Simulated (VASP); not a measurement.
# Bi2Te3 (R3m) in VASP: notebook

Runs on Bi2Te3. Level: LDA. Tasks: single point.

Program: VASP 6.6.1. These are calculated values, not measurements. Logs are shortened: lines on timing, memory, paths and dates and some standing lists are left out, and cuts for length are marked.

## Step 1: The cell of the first run

The structure is trigonal, space group R3m (No. 160). Conventional cell: a = 4.489 Å, b = 4.489 Å, c = 30.329 Å, α = 90.00°, β = 90.00°, γ = 120.00°. Within 4.0 Å of Bi (site symmetry 3m) lie 3 Te at 3.08 Å and 3 Bi at 3.48 Å. Bi (site symmetry 3m) has 9 Te at 3.32 to 4.75 Å and 9 Bi at 3.48 to 4.49 Å within 4.8 Å. Within 4.1 Å of Te (site symmetry 3m) lie 6 Te at 3.09 to 3.50 Å. Within 4.0 Å of Te (site symmetry 3m) lie 3 Bi at 3.08 Å and 3 Te at 3.50 Å. Within 4.1 Å of Te (site symmetry 3m) lie 3 Te at 3.09 Å and 3 Bi at 3.32 Å.

## Step 2: Single point, LDA

Input file INCAR:

```
SYSTEM = Bi2Te3
ALGO = Normal
EDIFF = 1E-6
ENCUT = 520
ISIF = 2
ISMEAR = -1
LASPH = .TRUE.
LCHARG = .FALSE.
LREAL = .FALSE.
LWAVE = .FALSE.
NBANDS = 32
NELM = 100
PREC = Accurate
SIGMA = 0.05
```

Input file KPOINTS:

```
k-points
0
G
  6 6 6
  0 0 0
```

Input file POSCAR:

```
Bi2Te3
1.0
    2.2447113540      1.2959846339     10.1097561013
   -2.2447113540      1.2959846339     10.1097561013
    0.0000000000     -2.5919692677     10.1097561013
Bi Te
2 3
Direct
    0.1880000000      0.1880000000      0.1880000000
    0.5980000000      0.5980000000      0.5980000000
    0.3890000000      0.3890000000      0.3890000000
    0.8000000000      0.8000000000      0.8000000000
    0.0000000000      0.0000000000      0.0000000000
```

Potentials or basis: VASP PAW LDA potentials, release 64 (Bi_d, Te).

The run is started by

```sh
> cat potpaw_LDA.64/Bi_d/POTCAR potpaw_LDA.64/Te/POTCAR > POTCAR
> mpirun -np 1 vasp_std > vasp.out
```

OUTCAR:

```text
SYSTEM = Bi2Te3
   EDIFF = 1E-6
   ENCUT = 520
   ISIF = 2
   ISMEAR = -1
   LASPH = .TRUE.
   LREAL = .FALSE.
   NELM = 100
   PREC = Accurate

 ion  position               nearest neighbor table
   1  0.188  0.188  0.188-   4 3.08   4 3.08   4 3.08   2 3.48   2 3.48   2 3.48
   2  0.598  0.598  0.598-   5 3.32   5 3.32   5 3.32   1 3.48   1 3.48   1 3.48
   3  0.389  0.389  0.389-   5 3.09   5 3.09   5 3.09   4 3.50   4 3.50   4 3.50
   4  0.800  0.800  0.800-   1 3.08   1 3.08   1 3.08   3 3.50   3 3.50   3 3.50
   5  0.000  0.000  0.000-   3 3.09   3 3.09   3 3.09   2 3.32   2 3.32   2 3.32

  LATTYP: Found a trigonal (rhomboedric) cell.
 ALAT       =    10.4367367343
 COS(alpha) =     0.9074829993

  Lattice vectors:

 A1 = (   2.2447113540,   1.2959846339,  10.1097561013)
 A2 = (  -2.2447113540,   1.2959846339,  10.1097561013)
 A3 = (   0.0000000000,  -2.5919692677,  10.1097561013)

Analysis of symmetry for initial positions (statically):
=====================================================================
 Subroutine PRICEL returns:
 Original cell was already a primitive cell.

 Routine SETGRP: Setting up the symmetry group for a
 trigonal (rhombohedral) supercell.

 Subroutine GETGRP returns: Found  6 space group operations
 (whereof  6 operations were pure point group operations)
 out of a pool of 12 trial point group operations.

The static configuration has the point symmetry C_3v.

Analysis of symmetry for dynamics (positions and initial velocities):
=====================================================================
 Subroutine PRICEL returns:
 Original cell was already a primitive cell.

 Routine SETGRP: Setting up the symmetry group for a
 trigonal (rhombohedral) supercell.

 Subroutine GETGRP returns: Found  6 space group operations
 (whereof  6 operations were pure point group operations)
 out of a pool of 12 trial point group operations.

The dynamic configuration has the point symmetry C_3v.

 Subroutine INISYM returns: Found  6 space group operations
 (whereof  6 operations are pure point group operations),
 and found     1 'primitive' translations

----------------------------------------------------------------------------------------

                                     Primitive cell

  volume of cell :     176.4624

  direct lattice vectors                    reciprocal lattice vectors
     2.244711354  1.295984634 10.109756101     0.222745788  0.128602348  0.032971452
    -2.244711354  1.295984634 10.109756101    -0.222745788  0.128602348  0.032971452
     0.000000000 -2.591969268 10.109756101     0.000000000 -0.257204696  0.032971452

  length of vectors
    10.436736734 10.436736734 10.436736708     0.259309403  0.259309403  0.259309414

  position of ions in fractional coordinates (direct lattice)
     0.188000000  0.188000000  0.188000000
     0.598000000  0.598000000  0.598000000
     0.389000000  0.389000000  0.389000000
     0.800000000  0.800000000  0.800000000
     0.000000000  0.000000000  0.000000000

  ion indices of the primitive-cell ions
   primitive index   ion index
                 1           1
                 2           2
                 3           3
                 4           4
                 5           5

----------------------------------------------------------------------------------------

 KPOINTS: k-points

Automatic generation of k-mesh.
 Grid dimensions read from file:
 generate k-points for:    6    6    6

 Generating k-lattice:

  Cartesian coordinates                     Fractional coordinates (reciprocal lattice)
     0.037124298  0.021433725  0.005495242     0.166666667  0.000000000 -0.000000000
    -0.037124298  0.021433725  0.005495242     0.000000000  0.166666667 -0.000000000
     0.000000000 -0.042867449  0.005495242     0.000000000  0.000000000  0.166666667

  Length of vectors
     0.043218234  0.043218234  0.043218236

  Shift w.r.t. Gamma in fractional coordinates (k-lattice)
     0.000000000  0.000000000  0.000000000

 Subroutine IBZKPT returns following result:
 ===========================================

 Found     32 irreducible k-points:

 Following reciprocal coordinates:
            Coordinates               Weight
  0.000000  0.000000  0.000000      1.000000
  0.166667  0.000000 -0.000000      6.000000
  0.333333  0.000000 -0.000000      6.000000
  0.500000 -0.000000 -0.000000      3.000000
  0.166667  0.166667 -0.000000      6.000000
  0.333333  0.166667 -0.000000     12.000000
[... 16 lines left out ...]
  0.500000  0.500000  0.166667      6.000000
 -0.333333  0.500000  0.166667     12.000000
 [... further k-points ...]
   k-points           NKPTS =     32   k-points in BZ     NKDIM =     32   number of bands    NBANDS=     32
   number of dos      NEDOS =    301   number of ions     NIONS =      5
   total plane-waves  NPLWV = 512000
   dimension x,y,z NGX =    80 NGY =   80 NGZ =   80
   dimension x,y,z NGXF=   160 NGYF=  160 NGZF=  160
   ions per type =               2   3
   NGX,Y,Z   is equivalent  to a cutoff of  12.74, 12.74, 12.74 a.u.
   NGXF,Y,Z  is equivalent  to a cutoff of  25.49, 25.49, 25.49 a.u.
 SYSTEM =  Bi2Te3
   PREC   = accura    normal or accurate (medium, high low for compatibility)
   ISTART =      0    job   : 0-new  1-cont  2-samecut
   ICHARG =      2    charge: 1-file 2-atom 10-const
   ISPIN  =      1    spin polarized calculation?
   LNONCOLLINEAR =      F non collinear calculations
   LSORBIT =      F    spin-orbit coupling
   LASPH  =      T    aspherical Exc in radial PAW
   ENCUT  =  520.0 eV  38.22 Ry    6.18 a.u.  19.41 19.41 19.41*2*pi/ulx,y,z
   NELM   =    100;   NELMIN=  2; NELMDL= -5     # of ELM steps
   EDIFF  = 0.1E-05   stopping-criterion for ELM
   LREAL  =      F    real-space projection
   EDIFFG = 0.1E-04   stopping-criterion for IOM
   NSW    =      0    number of steps for IOM
   IBRION =     -1    ionic relax: 0-MD 1-quasi-New 2-CG
   NFREE  =      0    steps in history (QN), initial steepest desc. (CG)
   ISIF   =      2    stress and relaxation
   ISYM   =      2    0-nonsym 1-usesym 2-fastsym
   POTIM  = 0.5000    time-step for ionic-motion
   TEBEG  =    0.0;   TEEND  =   0.0 temperature during run
   PSTRESS=    0.0 pullay stress
   NELECT =      48.0000    total number of electrons
   NUPDOWN=      -1.0000    fix difference up-down
   EMIN   =  10.00;   EMAX   =-10.00  energy-range for DOS
   EFERMI =   0.00;   METHOD = LEGACY
   ISMEAR =    -1;   SIGMA  =   0.05  broadening in eV -4-tet -1-fermi 0-gaus
   EFERMI_NEDOS =   21; number of points for ismear=-14 and -15
   IALGO  =     38    algorithm
   IMIX   =      4    mixing-type and parameters
     AMIX     =   0.40;   BMIX     =  1.00
     AMIX_MAG =   1.60;   BMIX_MAG =  1.00
  volume/ion in A,a.u.               =      35.29       238.17
  Fermi-wavevector in a.u.,A,eV,Ry     =   1.060729  2.004487 15.308544  1.125146
  Thomas-Fermi vector in A             =   2.196120
   LORBIT       =      0    0 simple, 1 ext, 2 COOP (PROOUT), +10 PAW based schemes
   GGA     = CA    functional components
   LHFCALC =     F    Hartree Fock is set to
   AEXX    =    0.0000 exact exchange contribution
   IVDW    =     0    specifies the selected vdW correction
   LEPSILON=     F    determine dielectric tensor
   LRPA    =     F    only Hartree local field effects (RPA)
 non-spin polarized calculation
  energy-cutoff  :      520.00
  volume of cell :      176.46
 maximum number of plane-waves:      4783
 NGX is ok and might be reduce to    80
   NGX = 39   NGY = 39   NGZ = 39

 number of electron      48.0000004 magnetization

 Free energy of the ion-electron system (eV)
  ---------------------------------------------------
  ext. energy  EPLUGINS =         0.00000000
  ---------------------------------------------------
  free energy    TOTEN  =       -20.09233554 eV

  energy without entropy =      -20.07621704  energy(sigma->0) =      -20.08427629

 E-fermi :   5.6108     XC(G=0):  -9.4276

 val. band max:        5.5975933340   @ k =   0.5000   0.5000   0.3333
 cond. band min:       5.6134661454   @ k =   0.5000   0.1667   0.1667
 fundamental gap:      0.0158728114
 Fermi energy:         5.6108174277

 k-point     1 :       0.0000    0.0000    0.0000
  band No.  band energies     occupation
      1     -17.3732      2.00000
      2     -17.3732      2.00000
      3     -17.3497      2.00000
      4     -17.3497      2.00000
      5     -17.3447      2.00000
      6     -16.8033      2.00000
[... 24 lines left out ...]
     31      10.3497      0.00000
     32      10.5970      0.00000

 k-point     2 :       0.1667    0.0000   -0.0000
  band No.  band energies     occupation
      1     -17.3740      2.00000
      2     -17.3711      2.00000
      3     -17.3505      2.00000
      4     -17.3493      2.00000
      5     -17.3432      2.00000
      6     -16.8051      2.00000
[... 24 lines left out ...]
     31       9.6748      0.00000
     32      10.5547      0.00000

 k-point     3 :       0.3333    0.0000   -0.0000
  band No.  band energies     occupation
      1     -17.3758      2.00000
      2     -17.3675      2.00000
      3     -17.3521      2.00000
      4     -17.3477      2.00000
      5     -17.3397      2.00000
      6     -16.8095      2.00000
[... 24 lines left out ...]
     31       9.3732      0.00000
     32      10.4660      0.00000

 k-point     4 :       0.5000   -0.0000   -0.0000
  band No.  band energies     occupation
      1     -17.3769      2.00000
      2     -17.3661      2.00000
      3     -17.3529      2.00000
      4     -17.3466      2.00000
      5     -17.3378      2.00000
      6     -16.8120      2.00000
[... 24 lines left out ...]
     31       9.2352      0.00000
     32       9.8484      0.00000

 k-point     5 :       0.1667    0.1667   -0.0000
  band No.  band energies     occupation
      1     -17.3740      2.00000
      2     -17.3711      2.00000
      3     -17.3505      2.00000
      4     -17.3493      2.00000
      5     -17.3432      2.00000
      6     -16.8051      2.00000
[... 584 lines left out ...]
     31       9.7552      0.00000
     32      10.3421      0.00000

 k-point    22 :      -0.1667    0.3333    0.1667
  band No.  band energies     occupation
      1     -17.3758      2.00000
      2     -17.3666      2.00000
      3     -17.3518      2.00000
      4     -17.3478      2.00000
      5     -17.3383      2.00000
      6     -16.8099      2.00000
[... 24 lines left out ...]
     31       9.7957      0.00000
     32      11.2164      0.00000

 k-point    23 :       0.5000    0.5000    0.1667
  band No.  band energies     occupation
      1     -17.3758      2.00000
      2     -17.3675      2.00000
      3     -17.3521      2.00000
      4     -17.3477      2.00000
      5     -17.3397      2.00000
      6     -16.8095      2.00000
[... 24 lines left out ...]
     31       9.2504      0.00000
     32      10.3992      0.00000

 k-point    24 :      -0.3333    0.5000    0.1667
  band No.  band energies     occupation
      1     -17.3758      2.00000
      2     -17.3666      2.00000
      3     -17.3518      2.00000
      4     -17.3478      2.00000
      5     -17.3383      2.00000
      6     -16.8099      2.00000
[... 24 lines left out ...]
     31       9.7761      0.00000
     32      10.7973      0.00000

 [... further k-points ...]

------------------------ aborting loop because EDIFF is reached ----------------------------------------

  FORCE on cell =-STRESS in cart. coord.  units (eV):
  Direction    XX          YY          ZZ          XY          YZ          ZX
  --------------------------------------------------------------------------------------
  -------------------------------------------------------------------------------------
  Total       -3.7755718     -3.7755714     -5.1407564     -0.0000000     -0.0000000     -0.0000000
  in kB      -34.2800170    -34.2800132    -46.6751074     -0.0000000     -0.0000000     -0.0000000
  external PRESSURE =     -38.4117125 kB  Pullay stress =       0.0000000 kB

 VOLUME and BASIS-vectors are now :
 -----------------------------------------------------------------------------
  energy-cutoff  :      520.00
  volume of cell :      176.46
      direct lattice vectors                 reciprocal lattice vectors
     2.244711354  1.295984634 10.109756101     0.222745788  0.128602348  0.032971452
    -2.244711354  1.295984634 10.109756101    -0.222745788  0.128602348  0.032971452
     0.000000000 -2.591969268 10.109756101     0.000000000 -0.257204696  0.032971452

 POSITION                                       TOTAL-FORCE (eV/Angst)
 -----------------------------------------------------------------------------------
      0.00000      0.00000      5.70190         0.000000      0.000000      0.529975
      0.00000      0.00000     18.13690         0.000000      0.000000      0.507312
      0.00000      0.00000     11.79809         0.000000      0.000000      0.432735
      0.00000      0.00000     24.26341         0.000000     -0.000000     -0.436230
      0.00000      0.00000      0.00000         0.000000     -0.000000     -1.033793
 -----------------------------------------------------------------------------------
    total drift:                                0.000000      0.000001      0.000357

  FREE ENERGIE OF THE ION-ELECTRON SYSTEM (eV)
  ---------------------------------------------------
  free  energy   TOTEN  =       -20.0923355370 eV

  energy  without entropy=      -20.0762170446  energy(sigma->0) =      -20.08427629
```

Run time: 16 min. Hardware: 1 thread of Intel Xeon Platinum 8488C (Sapphire Rapids), shared host; peak memory 0.65 GiB.

What came out:

* Free energy: -20.0923 eV
* Pressure: -3.8 GPa
* Largest force: 1.034 eV/Å
* Band gap on the k mesh: zero (bands 24 and 25 overlap by 0.12 eV)

Forces in eV/Å, atoms in the order of the input:
```
Bi   0.000  0.000  0.530
Bi   0.000  0.000  0.507
Te   0.000  0.000  0.433
Te   0.000  0.000 -0.436
Te   0.000  0.000 -1.034
```

Stress tensor (GPa, compression positive):
```
-3.43  0.00  0.00
 0.00 -3.43  0.00
 0.00  0.00 -4.67
```

Levels at points of the mesh, in eV from the Fermi level:
| k point | band 21 | band 22 | band 23 | band 24 | band 25 | band 26 | band 27 | band 28 |
| --- | --- | --- | --- | --- | --- | --- | --- | --- |
| (0.00, 0.00, 0.00) | -1.94 | -0.47 | -0.34 | -0.34 | -0.08 | 0.34 | 0.34 | 2.07 |
| (0.50, 0.00, 0.00) | -2.98 | -2.00 | -0.21 | -0.21 | -0.10 | 0.50 | 2.39 | 2.73 |
| (0.50, 0.50, 0.00) | -2.15 | -1.70 | -0.93 | -0.41 | 0.40 | 1.16 | 1.69 | 2.41 |
| (0.50, 0.50, 0.50) | -1.75 | -0.88 | -0.58 | -0.58 | 0.43 | 0.88 | 0.88 | 1.63 |

Caveat: the cell stands under tension; spin-orbit coupling is left out, which moves the levels of the heavy elements; forces of over 1 eV/Å act on the atoms, so gaps and moduli don't describe the material at rest.

## Step 3: Single point, LDA

This run uses another cell than the first one, of 36.13 Å³/atom.

Input file INCAR:

```
PREC = Accurate ; ENCUT = 520
EDIFF = 1E-6 ; ISMEAR = -1
SIGMA = 0.05 ; LREAL = False
LASPH = True ; NELM = 60
ALGO = Normal ; ISIF = 2
LWAVE = False ; LCHARG = False
NBANDS = 32
```

Input file KPOINTS:

```
regular mesh
0
Gamma
  6 6 6
```

Changes to POSCAR since step 2:

```diff
@@ -2,5 +2,5 @@
 1.0
-    2.2447113540      1.2959846339     10.1097561013
-   -2.2447113540      1.2959846339     10.1097561013
-    0.0000000000     -2.5919692677     10.1097561013
+    2.2623869743      1.3061896574     10.1893637577
+   -2.2623869743      1.3061896574     10.1893637577
+    0.0000000000     -2.6123793149     10.1893637577
 Bi Te
```

Potentials or basis: VASP PAW LDA potentials, release 64 (Bi_d, Te).

The run is started by

```sh
> cat potpaw_LDA.64/Bi_d/POTCAR potpaw_LDA.64/Te/POTCAR > POTCAR
> mpirun -np 1 vasp_std > vasp.out
```

It took 14 min on 1 thread of Intel Xeon Platinum 8488C (Sapphire Rapids), shared host; peak memory 0.66 GiB.

It converged, with:

```yaml
Free_energy: -19.9815 eV
Pressure: -4.7 GPa
Largest_force: 0.962 eV/Å
Band_gap_on_the_k_mesh: zero (bands 24 and 25 overlap by 0.12 eV)
```

Forces in eV/Å, atoms in the order of the input:
```
Bi   0.000  0.000  0.425
Bi   0.000  0.000  0.517
Te   0.000  0.000  0.335
Te   0.000  0.000 -0.316
Te   0.000  0.000 -0.962
```

Stress tensor (GPa, compression positive):
```
-4.24  0.00  0.00
 0.00 -4.24  0.00
 0.00  0.00 -5.48
```

Levels at points of the mesh, in eV from the Fermi level:
```tsv
k point	band 21	band 22	band 23	band 24	band 25	band 26	band 27	band 28
(0.00, 0.00, 0.00)	-1.88	-0.48	-0.31	-0.31	-0.09	0.35	0.35	2.03
(0.50, 0.00, 0.00)	-2.89	-1.93	-0.20	-0.18	-0.10	0.51	2.31	2.72
(0.50, 0.50, 0.00)	-2.11	-1.65	-0.88	-0.39	0.40	1.15	1.65	2.37
(0.50, 0.50, 0.50)	-1.73	-0.89	-0.54	-0.54	0.42	0.87	0.87	1.61
```

Caveat: the cell stands under tension; spin-orbit coupling is left out, which moves the levels of the heavy elements.

## Step 4: Single point, LDA

This run uses another cell than the first one, of 36.97 Å³/atom.

Input file INCAR:

```
SYSTEM = Bi2Te3
PREC = Accurate ; ENCUT = 520
EDIFF = 1E-7 ; ISMEAR = -1
SIGMA = 0.05 ; LREAL = .False.
LASPH = .True. ; NELM = 80
ALGO = Normal ; ISIF = 2
LWAVE = .False. ; LCHARG = .False.
GGA = CA ; NBANDS = 32
```

Input file KPOINTS:

```
regular mesh
0
Gamma
  6 6 6
  0 0 0
```

Changes to POSCAR since step 3:

```diff
@@ -2,5 +2,5 @@
 1.0
-    2.2623869743      1.3061896574     10.1893637577
-   -2.2623869743      1.3061896574     10.1893637577
-    0.0000000000     -2.6123793149     10.1893637577
+    2.2797906350      1.3162376651     10.2677465592
+   -2.2797906350      1.3162376651     10.2677465592
+    0.0000000000     -2.6324753301     10.2677465592
 Bi Te
```

The run is started by

```sh
> cat potpaw_LDA.64/Bi_d/POTCAR potpaw_LDA.64/Te/POTCAR > POTCAR
> mpirun -np 1 vasp_std > vasp.out
```

It took 16 min on 1 thread of Intel Xeon Platinum 8488C (Sapphire Rapids), shared host; peak memory 0.76 GiB.

The run converged. Its results:

```
Free energy            : -19.8509 eV
Pressure               : -5.4 GPa
Largest force          : 0.894 eV/Å
Band gap on the k mesh : zero (bands 24 and 25 overlap by 0.13 eV)
```

Forces in eV/Å, atoms in the order of the input:
```
Bi   0.000  0.000  0.327
Bi   0.000  0.000  0.526
Te   0.000  0.000  0.245
Te   0.000  0.000 -0.204
Te   0.000  0.000 -0.894
```

Stress tensor (GPa, compression positive):
```
-4.93  0.00  0.00
 0.00 -4.93  0.00
 0.00  0.00 -6.18
```

Levels at points of the mesh, in eV from the Fermi level:
```
           k point  band 21  band 22  band 23  band 24  band 25  band 26  band 27  band 28
(0.00, 0.00, 0.00)    -1.82    -0.49    -0.29    -0.29    -0.11     0.36     0.36     1.99
(0.50, 0.00, 0.00)    -2.80    -1.86    -0.20    -0.16    -0.10     0.52     2.24     2.71
(0.50, 0.50, 0.00)    -2.07    -1.60    -0.84    -0.37     0.40     1.14     1.61     2.33
(0.50, 0.50, 0.50)    -1.71    -0.90    -0.51    -0.51     0.40     0.86     0.86     1.59
```

Caveat: the cell stands under tension; spin-orbit coupling is left out, which moves the levels of the heavy elements.

## Step 5: The runs side by side

| cell | gap on the mesh (eV) | pressure (GPa) | largest force (eV/Å) |
| --- | --- | --- | --- |
| a = 10.437 Å, angles 24.8°, 5 atoms | none | -3.8 | 1.03 |
| a = 10.519 Å, angles 24.8°, 5 atoms | none | -4.7 | 0.96 |
| a = 10.600 Å, angles 24.8°, 5 atoms | none | -5.4 | 0.89 |

Alike in all rows: task single point; level LDA; potentials or basis VASP PAW LDA potentials, release 64 (Bi_d, Te); no spin polarisation; k mesh 6 × 6 × 6; cutoff (eV) 520; smearing fermi-dirac 0.05 eV.

Caveats: the cell stands under tension; spin-orbit coupling is left out, which moves the levels of the heavy elements; forces of over 1 eV/Å act on the atoms, so gaps and moduli don't describe the material at rest (at least some runs).

Total energies depend on the potentials used, so only differences within one code and one set of settings carry meaning.

The gap in the log of VASP goes by the Fermi energy; the results here count the filled bands.